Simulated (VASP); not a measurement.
# AlSi16 (a cell with a defect) in VASP: single point with PBE

Aim: the single point of AlSi16 (a cell with a defect) with PBE.

Program: VASP 6.6.1. These are calculated values, not measurements. Logs are shortened: lines on timing, memory, paths and dates and some standing lists are left out, and cuts for length are marked.

### 1 The cell of the first run

The cell holds a defect, 17 atoms: a = 7.679 Å, b = 7.679 Å, c = 7.679 Å, α = 60.00°, β = 60.00°, γ = 60.00°.

### 2 Single point, PBE, collinear spin

Contents of INCAR:

```
SYSTEM = AlSi16
PREC = Accurate
ENCUT = 520
EDIFF = 1E-6
ISMEAR = -1
SIGMA = 0.05
LREAL = Auto
LASPH = .True.
NELM = 150
ALGO = Normal
ISIF = 2
LWAVE = .False.
LCHARG = .False.
ISPIN = 2
MAGMOM = 0 0 0 0 0 0 0 0 0 0 0 0 0 0 0 0 1
LORBIT = 11
GGA = PE
NBANDS = 52
```

Contents of KPOINTS:

```
Automatic mesh
0
Gamma
  2 2 2
  0 0 0
```

Contents of POSCAR:

```
AlSi16
1.0
    0.0000000000      5.4300000000      5.4300000000
    5.4300000000      0.0000000000      5.4300000000
    5.4300000000      5.4300000000      0.0000000000
Si Al
16 1
Direct
   -0.0449723757      0.0568692449     -0.0421178637
    0.0862246777      0.1379189687      0.1442725599
   -0.0013351750     -0.0403038674      0.5360313076
    0.1459576427      0.0924953959      0.6166574586
   -0.0055524862      0.5171362799     -0.0200460405
    0.1158287293      0.6422375691      0.0927532228
    0.0535727440      0.4673848987      0.4745119705
    0.1664640884      0.6072928177      0.6303314917
    0.4750552486      0.0031215470     -0.0003222836
    0.5918600368      0.1158195212      0.1322836096
    0.5103222836     -0.0276703499      0.5027163904
    0.6294290976      0.1078453039      0.6395027624
    0.4821086556      0.4896593002      0.0117219153
    0.6171731123      0.6236740331      0.1275598527
    0.5273664825      0.4842541436      0.5175506446
    0.6788489871      0.6032504604      0.6181491713
   -0.1037384899      0.8861510129      0.3346040516
```

Potentials or basis: VASP PAW PBE potentials, release 64 (Si, Al).

Started as:

```bash
$ cat potpaw_PBE.64/Si/POTCAR potpaw_PBE.64/Al/POTCAR > POTCAR
$ mpirun -np 1 vasp_std > vasp.out
```

OUTCAR:

```text
SYSTEM = AlSi16
   PREC = Accurate
   ENCUT = 520
   EDIFF = 1E-6
   ISMEAR = -1
   LREAL = Auto
   LASPH = .True.
   NELM = 150
   ISIF = 2
   ISPIN = 2
   LORBIT = 11
   GGA = PE

 ion  position               nearest neighbor table
   1  0.955  0.057  0.958-   4 2.22  10 2.32  17 2.41   2 2.53   6 2.60
   2  0.086  0.138  0.144-   5 2.39  17 2.42   9 2.44   3 2.48   1 2.53
   3  0.999  0.960  0.536-   8 2.23   4 2.28  12 2.32  17 2.42   2 2.48
   4  0.146  0.092  0.617-   1 2.22   3 2.28  11 2.29   7 2.36
   5  0.994  0.517  0.980-   8 2.22   6 2.25  14 2.37   2 2.39
   6  0.116  0.642  0.093-   5 2.25  13 2.31   7 2.44   1 2.60  17 2.64
   7  0.054  0.467  0.475-  16 2.36   4 2.36   6 2.44   8 2.57  17 2.63
   8  0.166  0.607  0.630-   5 2.22   3 2.23  15 2.26   7 2.57  17 3.07
   9  0.475  0.003  1.000-  12 2.27  10 2.27  14 2.38   2 2.44
  10  0.592  0.116  0.132-   9 2.27   1 2.32  11 2.34  13 2.35  17 2.79
  11  0.510  0.972  0.503-   4 2.29  16 2.34  10 2.34  17 2.44  12 2.46
  12  0.629  0.108  0.640-   9 2.27   3 2.32  15 2.37  11 2.46  17 2.88
  13  0.482  0.490  0.012-   6 2.31  10 2.35  14 2.41  16 2.51
  14  0.617  0.624  0.128-   5 2.37   9 2.38  13 2.41  15 2.46
  15  0.527  0.484  0.518-   8 2.26  16 2.34  12 2.37  14 2.46
  16  0.679  0.603  0.618-  15 2.34  11 2.34   7 2.36  13 2.51  17 2.74
  17  0.896  0.886  0.335-   1 2.41   3 2.42   2 2.42  11 2.44   7 2.63   6 2.64  16 2.74  10 2.79
                            12 2.88   8 3.07

  LATTYP: Found a face centered cubic cell.
 ALAT       =    10.8600000000

  Lattice vectors:

 A1 = (   0.0000000000,   5.4300000000,   5.4300000000)
 A2 = (   5.4300000000,   0.0000000000,   5.4300000000)
 A3 = (   5.4300000000,   5.4300000000,   0.0000000000)

Analysis of symmetry for initial positions (statically):
=====================================================================
 Subroutine PRICEL returns:
 Original cell was already a primitive cell.

 Routine SETGRP: Setting up the symmetry group for a
 face centered cubic supercell.

 Subroutine GETGRP returns: Found  1 space group operations
 (whereof  1 operations were pure point group operations)
 out of a pool of 48 trial point group operations.

The static configuration has the point symmetry C_1 .

Analysis of symmetry for dynamics (positions and initial velocities):
=====================================================================
 Subroutine PRICEL returns:
 Original cell was already a primitive cell.

 Routine SETGRP: Setting up the symmetry group for a
 face centered cubic supercell.

 Subroutine GETGRP returns: Found  1 space group operations
 (whereof  1 operations were pure point group operations)
 out of a pool of 48 trial point group operations.

The dynamic configuration has the point symmetry C_1 .

Analysis of structural, dynamic, and magnetic symmetry:
=====================================================================
 Subroutine PRICEL returns:
 Original cell was already a primitive cell.

 Routine SETGRP: Setting up the symmetry group for a
 face centered cubic supercell.

 Subroutine GETGRP returns: Found  1 space group operations
 (whereof  1 operations were pure point group operations)
 out of a pool of 48 trial point group operations.

The overall configuration has the point symmetry C_1 .

 Subroutine INISYM returns: Found  1 space group operations
 (whereof  1 operations are pure point group operations),
 and found     1 'primitive' translations

----------------------------------------------------------------------------------------

                                     Primitive cell

  volume of cell :     320.2060

  direct lattice vectors                    reciprocal lattice vectors
     0.000000000  5.430000000  5.430000000    -0.092081031  0.092081031  0.092081031
     5.430000000  0.000000000  5.430000000     0.092081031 -0.092081031  0.092081031
     5.430000000  5.430000000  0.000000000     0.092081031  0.092081031 -0.092081031

  length of vectors
[... 78 lines left out ...]
   number of dos      NEDOS =    301   number of ions     NIONS =     17
   total plane-waves  NPLWV = 216000
   dimension x,y,z NGX =    60 NGY =   60 NGZ =   60
   dimension x,y,z NGXF=   120 NGYF=  120 NGZF=  120
   ions per type =              16   1
   NGX,Y,Z   is equivalent  to a cutoff of  12.99, 12.99, 12.99 a.u.
   NGXF,Y,Z  is equivalent  to a cutoff of  25.98, 25.98, 25.98 a.u.
 SYSTEM =  AlSi16
   PREC   = accura    normal or accurate (medium, high low for compatibility)
   ISTART =      0    job   : 0-new  1-cont  2-samecut
   ICHARG =      2    charge: 1-file 2-atom 10-const
   ISPIN  =      2    spin polarized calculation?
   LNONCOLLINEAR =      F non collinear calculations
   LSORBIT =      F    spin-orbit coupling
   LASPH  =      T    aspherical Exc in radial PAW
   ENCUT  =  520.0 eV  38.22 Ry    6.18 a.u.  14.28 14.28 14.28*2*pi/ulx,y,z
   NELM   =    150;   NELMIN=  2; NELMDL= -5     # of ELM steps
   EDIFF  = 0.1E-05   stopping-criterion for ELM
   LREAL  =      T    real-space projection
   EDIFFG = 0.1E-04   stopping-criterion for IOM
   NSW    =      0    number of steps for IOM
   IBRION =     -1    ionic relax: 0-MD 1-quasi-New 2-CG
   NFREE  =      0    steps in history (QN), initial steepest desc. (CG)
   ISIF   =      2    stress and relaxation
   ISYM   =      2    0-nonsym 1-usesym 2-fastsym
   POTIM  = 0.5000    time-step for ionic-motion
   TEBEG  =    0.0;   TEEND  =   0.0 temperature during run
   PSTRESS=    0.0 pullay stress
   NELECT =      67.0000    total number of electrons
   NUPDOWN=      -1.0000    fix difference up-down
   EMIN   =  10.00;   EMAX   =-10.00  energy-range for DOS
   EFERMI =   0.00;   METHOD = LEGACY
   ISMEAR =    -1;   SIGMA  =   0.05  broadening in eV -4-tet -1-fermi 0-gaus
   EFERMI_NEDOS =   21; number of points for ismear=-14 and -15
   IALGO  =     38    algorithm
   IMIX   =      4    mixing-type and parameters
     AMIX     =   0.40;   BMIX     =  1.00
     AMIX_MAG =   1.60;   BMIX_MAG =  1.00
  volume/ion in A,a.u.               =      18.84       127.11
  Fermi-wavevector in a.u.,A,eV,Ry     =   0.971904  1.836632 12.852022  0.944597
  Thomas-Fermi vector in A             =   2.102159
   LORBIT       =     11    0 simple, 1 ext, 2 COOP (PROOUT), +10 PAW based schemes
   GGA     = PE    functional components
   LHFCALC =     F    Hartree Fock is set to
   AEXX    =    0.0000 exact exchange contribution
   IVDW    =     0    specifies the selected vdW correction
   LEPSILON=     F    determine dielectric tensor
   LRPA    =     F    only Hartree local field effects (RPA)
 spin polarized calculation
  energy-cutoff  :      520.00
  volume of cell :      320.21
 maximum number of plane-waves:      8646
 NGX is ok and might be reduce to    60
   NGX = 29   NGY = 29   NGZ = 29

 number of electron      67.0000000 magnetization      -0.0000884

 number of electron      67.0000000 magnetization       0.0000088

 Free energy of the ion-electron system (eV)
  ---------------------------------------------------
  ext. energy  EPLUGINS =         0.00000000
  ---------------------------------------------------
  free energy    TOTEN  =       -85.27000028 eV

  energy without entropy =      -85.22904716  energy(sigma->0) =      -85.24952372

 E-fermi :   6.7875     XC(G=0):  -9.6782

 val. band max:        6.7516053193   @ k =   0.5000   0.5000   0.5000
 cond. band min:       6.8067879986   @ k =   0.0000   0.0000   0.0000
 fundamental gap:      0.0551826793
 Fermi energy:         6.7874728148

 spin component 1

 k-point     1 :       0.0000    0.0000    0.0000
  band No.  band energies     occupation
      1      -6.0037      1.00000
      2      -3.7821      1.00000
      3      -3.5421      1.00000
      4      -3.4123      1.00000
      5      -3.3742      1.00000
      6      -2.3770      1.00000
[... 373 lines left out ...]
     44      10.1635      0.00000
     45      10.2555      0.00000
 Fermi energy:         6.7874728148

 spin component 2

 k-point     1 :       0.0000    0.0000    0.0000
  band No.  band energies     occupation
      1      -6.0037      1.00000
      2      -3.7821      1.00000
      3      -3.5421      1.00000
      4      -3.4123      1.00000
      5      -3.3742      1.00000
      6      -2.3770      1.00000
[... 373 lines left out ...]
     44      10.1635      0.00000
     45      10.2555      0.00000
 [bands above 45 left out]

------------------------ aborting loop because EDIFF is reached ----------------------------------------

  FORCE on cell =-STRESS in cart. coord.  units (eV):
  Direction    XX          YY          ZZ          XY          YZ          ZX
  --------------------------------------------------------------------------------------
  -------------------------------------------------------------------------------------
  Total       11.2875008      9.0555573     13.2346947      1.0776431      0.0716525     -3.0034948
  in kB       56.4779460     45.3102317     66.2208920      5.3920764      0.3585190    -15.0282354
  external PRESSURE =      56.0030232 kB  Pullay stress =       0.0000000 kB

 VOLUME and BASIS-vectors are now :
 -----------------------------------------------------------------------------
  energy-cutoff  :      520.00
  volume of cell :      320.21
      direct lattice vectors                 reciprocal lattice vectors
     0.000000000  5.430000000  5.430000000    -0.092081031  0.092081031  0.092081031
     5.430000000  0.000000000  5.430000000     0.092081031 -0.092081031  0.092081031
     5.430000000  5.430000000  0.000000000     0.092081031  0.092081031 -0.092081031

 POSITION                                       TOTAL-FORCE (eV/Angst)
 -----------------------------------------------------------------------------------
      5.51010     10.38710      5.49460        -0.374478      1.061763     -0.084713
      1.53230      1.25160      1.21710        -0.313101      0.034115      1.291822
      8.12180      8.33340     10.63390         0.641933     -0.625183      1.217278
      3.85070      4.14100      1.29480        -0.034914     -0.560019      0.635379
      8.12920     10.72100      8.20790         0.428186      0.175087     -1.823519
      3.99100      1.13260      4.11630         1.121707      0.237652      0.585106
[... 9 lines left out ...]
      6.63220      7.04270      6.96180         0.456781      0.401081     -1.284324
      6.62870      6.68360      9.67850        -0.638467      0.401320     -0.984450
 -----------------------------------------------------------------------------------
    total drift:                                0.005472     -0.004132     -0.000104

  FREE ENERGIE OF THE ION-ELECTRON SYSTEM (eV)
  ---------------------------------------------------
  free  energy   TOTEN  =       -85.2700002799 eV

  energy  without entropy=      -85.2290471579  energy(sigma->0) =      -85.24952372

 total charge

# of ion       s       p       d       tot
------------------------------------------
    1        0.780   0.914   0.000   1.694
    2        0.770   0.887   0.000   1.656
    3        0.756   0.975   0.000   1.730
    4        0.772   0.966   0.000   1.739
    5        0.747   0.973   0.000   1.721
    6        0.751   0.924   0.000   1.675
[... 9 lines left out ...]
   16        0.748   0.922   0.000   1.670
   17        0.492   0.354   0.000   0.846
--------------------------------------------------
tot         12.578  15.315   0.000  27.892

 magnetization (x)

# of ion       s       p       d       tot
------------------------------------------
    1       -0.000   0.000   0.000  -0.000
    2        0.000  -0.000   0.000  -0.000
    3        0.000  -0.000   0.000   0.000
    4        0.000   0.000   0.000   0.000
    5        0.000   0.000   0.000   0.000
    6       -0.000  -0.000   0.000  -0.000
[... 9 lines left out ...]
   16        0.000  -0.000   0.000  -0.000
   17        0.000   0.000   0.000   0.000
--------------------------------------------------
tot          0.000   0.000   0.000   0.000
```

Run time: 14 min. Hardware: 1 thread of Intel Xeon 8259CL, shared host; peak memory 0.71 GiB.

What came out:

| Quantity | Value |
| --- | --- |
| Free energy | -85.2700 eV |
| Pressure | 5.6 GPa |
| Largest force | 2.146 eV/Å |
| Net moment | 0.00 μB per cell |
| Valence electrons inside the program's atomic spheres | Si 1.69, 1.66, 1.73, 1.74, 1.72, 1.68, 1.65, 1.70, 1.67 (each value once); Al 0.85 |

Forces on the atoms (eV/Å):
```
Si  -0.374  1.062 -0.085
Si  -0.313  0.034  1.292
Si   0.642 -0.625  1.217
Si  -0.035 -0.560  0.635
Si   0.428  0.175 -1.824
Si   1.122  0.238  0.585
Si   0.602  0.279  0.492
Si  -1.576 -0.999 -1.060
Si   0.033  0.064 -1.545
Si   0.719 -0.061  0.357
Si   0.532  0.414  0.169
Si  -0.281 -0.906  0.069
Si  -0.323  0.161  1.469
Si   0.218  0.046 -0.475
Si  -1.212 -0.124  0.973
Si   0.457  0.401 -1.284
Al  -0.638  0.401 -0.984
```

Levels at points of the mesh, in eV from the Fermi level:
Spin up:
```tsv
k point	band 30	band 31	band 32	band 33	band 34	band 35	band 36	band 37
(0.00, 0.00, 0.00)	-1.30	-0.83	-0.63	-0.57	-0.25	-0.18	0.02	0.11
(0.50, 0.00, 0.00)	-1.33	-1.19	-1.01	-0.40	-0.09	0.27	0.82	1.06
(0.00, 0.50, 0.00)	-1.59	-1.37	-0.88	-0.52	0.16	0.28	0.75	0.87
(0.00, 0.00, 0.50)	-1.35	-1.26	-0.95	-0.48	0.15	0.63	0.70	0.79
(0.50, 0.50, 0.50)	-1.37	-1.26	-1.18	-0.42	-0.04	0.43	0.70	0.82
(0.50, 0.50, 0.00)	-1.85	-1.68	-1.46	-0.22	0.22	0.98	1.06	1.36
(0.00, 0.50, 0.50)	-1.82	-1.75	-1.61	-0.22	0.36	1.03	1.21	1.44
(0.50, 0.00, 0.50)	-1.93	-1.78	-1.47	-0.11	0.20	1.07	1.30	1.45
```
Spin down:
```tsv
k point	band 31	band 32	band 33	band 34	band 35	band 36
(0.00, 0.00, 0.00)	-0.83	-0.63	-0.57	-0.25	-0.18	0.02
(0.50, 0.00, 0.00)	-1.19	-1.01	-0.40	-0.09	0.27	0.82
(0.00, 0.50, 0.00)	-1.37	-0.88	-0.52	0.16	0.28	0.75
(0.00, 0.00, 0.50)	-1.26	-0.95	-0.48	0.15	0.63	0.70
(0.50, 0.50, 0.50)	-1.26	-1.18	-0.42	-0.04	0.43	0.70
(0.50, 0.50, 0.00)	-1.68	-1.46	-0.22	0.22	0.98	1.06
(0.00, 0.50, 0.50)	-1.75	-1.61	-0.22	0.36	1.03	1.21
(0.50, 0.00, 0.50)	-1.78	-1.47	-0.11	0.20	1.07	1.30
```

Caveat: the k points lie up to 0.50 Å⁻¹ apart; the atoms stand as in a frame of molecular dynamics.
